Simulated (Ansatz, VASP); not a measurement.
## One calculation of Te, two programs

```
Te
1.0
     4.46904    0.00000    0.00000
    -2.23452    3.87031    0.00000
     0.00000    0.00000    5.85718
Te
3
Cartesian
  -1.0350 3.8703 1.9524
  -0.5997 1.0388 3.9048
  1.6348 2.8315 0.0000
```

Alike in both runs: task single point; functional PBE; k mesh 8 × 8 × 5; occupations fermi-dirac, width 0.05 eV; no spin polarisation.

|  | VASP | Ansatz |
| --- | --- | --- |
| version | VASP 6.6.1 | Ansatz 0.2.0 |
| potentials or method | VASP PAW PBE potentials, release 64 (Te), cutoff 520 eV | plane waves (420 eV) with PAW, scalar-relativistic |
| valence electrons in the cell | 18 | 48 |

|  | VASP | Ansatz | Ansatz less VASP |
| --- | --- | --- | --- |
| pressure (GPa) | 2.0 | 2.0 | -0.01 |
| traceless stress, the component that is largest in VASP (GPa) | 0.67 | 0.65 | -0.018 |

VASP's potentials hold 18 valence electrons a cell and Ansatz's 48, so a difference there can come from the potentials and not from the codes.

Spin-orbit coupling is off throughout.
